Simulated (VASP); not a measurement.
# Al (Fm-3m) in VASP: elastic constants with PBEsol

Aim: the elastic constants of Al with PBEsol.

Program: VASP 6.6.1. These are calculated values, not measurements. Logs are shortened: lines on timing, memory, paths and dates and some standing lists are left out, and cuts for length are marked.

## Step 1: The cell of the first run

It takes space group Fm-3m (No. 225, cubic). The conventional cell has a = 4.016 Å, b = 4.016 Å, c = 4.016 Å, α = 90.00°, β = 90.00°, γ = 90.00°. Al (site symmetry m-3m) has 12 Al at 2.84 Å within 3.7 Å.

## Step 2: Elastic constants, PBEsol

Input file INCAR:

```
SYSTEM = Al
ALGO = Fast
EDIFF = 1E-8
ENCUT = 600
GGA = PS
IBRION = 6
ISIF = 3
ISMEAR = -1
LASPH = .True.
LCHARG = .True.
LREAL = .False.
LWAVE = .False.
NBANDS = 8
NELM = 100
NFREE = 2
NSW = 1
POTIM = 0.015
PREC = Accurate
SIGMA = 0.15
```

Input file KPOINTS:

```
k-points
0
Gamma
  20 20 20
  0 0 0
```

Input file POSCAR:

```
Al
1.0
    0.0000000000      2.0082299298      2.0082299298
    2.0082299298      0.0000000000      2.0082299298
    2.0082299298      2.0082299298      0.0000000000
Al
1
Direct
    0.0000000000      0.0000000000      0.0000000000
```

Potentials or basis: VASP PAW PBE potentials, release 64 (Al).

The run is started by

```sh
$ cat potpaw_PBE.64/Al/POTCAR > POTCAR
$ mpirun -np 1 vasp_std > vasp.out
```

OUTCAR:

```text
SYSTEM = Al
   EDIFF = 1E-8
   ENCUT = 600
   GGA = PS
   IBRION = 6
   ISIF = 3
   ISMEAR = -1
   LASPH = .True.
   LREAL = .False.
   NELM = 100
   NFREE = 2
   NSW = 1
   POTIM = 0.015
   PREC = Accurate

 ion  position               nearest neighbor table
   1  0.000  0.000  0.000-

  LATTYP: Found a face centered cubic cell.
 ALAT       =     4.0164598596

  Lattice vectors:

 A1 = (   0.0000000000,   2.0082299298,   2.0082299298)
 A2 = (   2.0082299298,   0.0000000000,   2.0082299298)
 A3 = (   2.0082299298,   2.0082299298,   0.0000000000)

Analysis of symmetry for initial positions (statically):
=====================================================================
 Subroutine PRICEL returns:
 Original cell was already a primitive cell.

 Routine SETGRP: Setting up the symmetry group for a
 face centered cubic supercell.

 Subroutine GETGRP returns: Found 48 space group operations
 (whereof 48 operations were pure point group operations)
 out of a pool of 48 trial point group operations.

The static configuration has the point symmetry O_h .

Analysis of symmetry for dynamics (positions and initial velocities):
=====================================================================
 Subroutine PRICEL returns:
 Original cell was already a primitive cell.

 Routine SETGRP: Setting up the symmetry group for a
 face centered cubic supercell.

 Subroutine GETGRP returns: Found 48 space group operations
 (whereof 48 operations were pure point group operations)
 out of a pool of 48 trial point group operations.

The dynamic configuration has the point symmetry O_h .

 Subroutine INISYM returns: Found 48 space group operations
 (whereof 48 operations are pure point group operations),
 and found     1 'primitive' translations

----------------------------------------------------------------------------------------

                                     Primitive cell

  volume of cell :      16.1983

  direct lattice vectors                    reciprocal lattice vectors
     0.000000000  2.008229930  2.008229930    -0.248975475  0.248975475  0.248975475
     2.008229930  0.000000000  2.008229930     0.248975475 -0.248975475  0.248975475
     2.008229930  2.008229930  0.000000000     0.248975475  0.248975475 -0.248975475

  length of vectors
     2.840066003  2.840066003  2.840066003     0.431238172  0.431238172  0.431238172

  position of ions in fractional coordinates (direct lattice)
     0.000000000  0.000000000  0.000000000

  ion indices of the primitive-cell ions
   primitive index   ion index
                 1           1

----------------------------------------------------------------------------------------

 KPOINTS: k-points

Automatic generation of k-mesh.
 Grid dimensions read from file:
 generate k-points for:   20   20   20

 Generating k-lattice:

  Cartesian coordinates                     Fractional coordinates (reciprocal lattice)
    -0.012448774  0.012448774  0.012448774     0.050000000  0.000000000  0.000000000
     0.012448774 -0.012448774  0.012448774     0.000000000  0.050000000  0.000000000
     0.012448774  0.012448774 -0.012448774     0.000000000  0.000000000  0.050000000

  Length of vectors
     0.021561909  0.021561909  0.021561909

[... 86 lines left out ...]
 RMM-DIIS sequential band-by-band and
  energy-cutoff  :      600.00
  volume of cell :       16.20
 maximum number of plane-waves:       560
   NGX = 11   NGY = 11   NGZ = 11

--------------------------------------- Ionic step        1  -------------------------------------------

 number of electron       3.0000000 magnetization

 Free energy of the ion-electron system (eV)
  ---------------------------------------------------
  ext. energy  EPLUGINS =         0.00000000
  ---------------------------------------------------
  free energy    TOTEN  =        -4.10695246 eV

  energy without entropy =       -4.07717344  energy(sigma->0) =       -4.09206295

------------------------ aborting loop because EDIFF is reached ----------------------------------------

  FORCE on cell =-STRESS in cart. coord.  units (eV):
  Direction    XX          YY          ZZ          XY          YZ          ZX
  --------------------------------------------------------------------------------------
  -------------------------------------------------------------------------------------
  Total        0.0058308      0.0058308      0.0058308      0.0000000      0.0000000      0.0000000
  in kB        0.5767255      0.5767255      0.5767255      0.0000000      0.0000000      0.0000000
  external PRESSURE =       0.5767255 kB  Pullay stress =       0.0000000 kB
[... 86 lines left out ...]
  FREE ENERGIE OF THE ION-ELECTRON SYSTEM (eV)
  ---------------------------------------------------
  free  energy   TOTEN  =        -4.1055541875 eV

  energy  without entropy=       -4.0763914014  energy(sigma->0) =       -4.09097279

[... ionic steps 4 to 12 ...]

--------------------------------------- Ionic step       13  -------------------------------------------

 number of electron       3.0000000 magnetization

------------------------ aborting loop because EDIFF is reached ----------------------------------------
[... 65 lines left out ...]
--------------------------------------- Ionic step       15  -------------------------------------------

 number of electron       3.0000000 magnetization

 Free energy of the ion-electron system (eV)
  ---------------------------------------------------
  ext. energy  EPLUGINS =         0.00000000
  ---------------------------------------------------
  free energy    TOTEN  =        -4.10695247 eV

  energy without entropy =       -4.07717345  energy(sigma->0) =       -4.09206296

 E-fermi :   8.1605     XC(G=0): -10.3244

 val. band max:        8.1405406172   @ k =  -0.4500   0.4500   0.1000
 cond. band min:       8.1611633488   @ k =  -0.4000   0.3500   0.0000
 fundamental gap:      0.0206227316
 Fermi energy:         8.1604888213

 k-point     1 :       0.0000    0.0000    0.0000
  band No.  band energies     occupation
      1      -3.1148      2.00000
      2      20.8401      0.00000
      3      20.8401      0.00000
      4      20.8401      0.00000
      5      22.4722      0.00000
      6      22.4722      0.00000
      7      22.4722      0.00000
      8      24.7615      0.00000
[... 243 lines left out ...]
 k-point    24 :      -0.3500    0.0500    0.0000
  band No.  band energies     occupation
      1       0.5963      2.00000
      2       7.5905      1.95623
      3      17.5641      0.00000
      4      20.1422      0.00000
      5      20.1811      0.00000
      6      21.5569      0.00000
      7      23.2481      0.00000
      8      25.8484      0.00000

 [... further k-points ...]
[... 5 lines left out ...]
  --------------------------------------------------------------------------------------
  -------------------------------------------------------------------------------------
  Total        0.0057913      0.0057913      0.0057913      0.0000000      0.0000000     -0.0000000
  in kB        0.5728207      0.5728207      0.5728207      0.0000000      0.0000000     -0.0000000
  external PRESSURE =       0.5728207 kB  Pullay stress =       0.0000000 kB
[... 16 lines left out ...]
  FREE ENERGIE OF THE ION-ELECTRON SYSTEM (eV)
  ---------------------------------------------------
  free  energy   TOTEN  =        -4.1069524738 eV

  energy  without entropy=       -4.0771734512  energy(sigma->0) =       -4.09206296

 INTERNAL STRAIN TENSORS FROM STRAINED CELLS
 ============================================

 INTERNAL STRAIN TENSOR FOR ION    1 for displacements in x,y,z  (eV/Angst):
          X           Y           Z          XY          YZ          ZX
  --------------------------------------------------------------------------------
  x    -0.00000     0.00000    -0.00000     0.00000    -0.00000     0.00000
  y     0.00000     0.00000     0.00000     0.00000    -0.00000     0.00000
  z    -0.00000     0.00000    -0.00000     0.00000    -0.00000     0.00000

 INTERNAL STRAIN TENSORS FROM DISPLACED ATOMS
 ============================================

 INTERNAL STRAIN TENSOR FOR ION    1 for displacements in x,y,z  (eV/Angst):
          X           Y           Z          XY          YZ          ZX
  --------------------------------------------------------------------------------
  x     0.00000     0.00000     0.00000     0.00000     0.00000     0.00000
  y     0.00000     0.00000     0.00000     0.00000     0.00000     0.00000
  z     0.00000     0.00000     0.00000     0.00000     0.00000     0.00000

 Eigenvectors and eigenvalues of the dynamical matrix
 ----------------------------------------------------

   1 f/i=    0.000000 THz     0.000000 2PiTHz    0.000000 cm-1     0.000000 meV
             X         Y         Z           dx          dy          dz
      0.000000  0.000000  0.000000     0.514496    0.857493    0.000000

   2 f/i=    0.000000 THz     0.000000 2PiTHz    0.000000 cm-1     0.000000 meV
             X         Y         Z           dx          dy          dz
      0.000000  0.000000  0.000000     0.857493   -0.514496    0.000000

   3 f/i=    0.000000 THz     0.000000 2PiTHz    0.000000 cm-1     0.000000 meV
             X         Y         Z           dx          dy          dz
      0.000000  0.000000  0.000000     0.000000    0.000000    1.000000

--------------------------------------------------------------------------------------------------------

 ELASTIC MODULI CONTR FROM IONIC RELAXATION (kBar)
 Direction    XX          YY          ZZ          XY          YZ          ZX
 --------------------------------------------------------------------------------
 XX           0.0000      0.0000      0.0000      0.0000      0.0000      0.0000
 YY           0.0000      0.0000      0.0000      0.0000      0.0000      0.0000
 ZZ           0.0000      0.0000      0.0000      0.0000      0.0000      0.0000
 XY           0.0000      0.0000      0.0000      0.0000      0.0000      0.0000
 YZ           0.0000      0.0000      0.0000      0.0000      0.0000      0.0000
 ZX           0.0000      0.0000      0.0000      0.0000      0.0000      0.0000
 --------------------------------------------------------------------------------

 TOTAL ELASTIC MODULI (kBar)
 Direction    XX          YY          ZZ          XY          YZ          ZX
 --------------------------------------------------------------------------------
 XX        1137.8611    664.4391    664.4391     -0.0000      0.0000      0.0000
 YY         664.4391   1137.8611    664.4391      0.0000     -0.0000      0.0000
 ZZ         664.4391    664.4391   1137.8611      0.0000      0.0000      0.0000
 XY          -0.0000      0.0000      0.0000    377.7393      0.0000      0.0000
 YZ           0.0000     -0.0000      0.0000      0.0000    377.7393      0.0000
 ZX           0.0000      0.0000      0.0000      0.0000      0.0000    377.7393
 --------------------------------------------------------------------------------
```

It took 7.8 min on 1 thread of Intel Xeon 6975P-C (Granite Rapids), shared host; peak memory 0.63 GiB.

Results:

```yaml
Elastic_constants_C11_C12_C44: 114, 66, 38 GPa
Voigt_bulk_modulus: 82 GPa
```

Elastic tensor in Voigt notation (GPa, in the Cartesian axes of the cell as first typed):
```
114  66  66   0   0   0
 66 114  66   0   0   0
 66  66 114   0   0   0
  0   0   0  38   0   0
  0   0   0   0  38   0
  0   0   0   0   0  38
```

Clamped-ion elastic tensor (GPa):
```
114  66  66   0   0   0
 66 114  66   0   0   0
 66  66 114   0   0   0
  0   0   0  38   0   0
  0   0   0   0  38   0
  0   0   0   0   0  38
```

Caveat: the PAW data sets were made with another functional, which shifts forces and pressure a little.
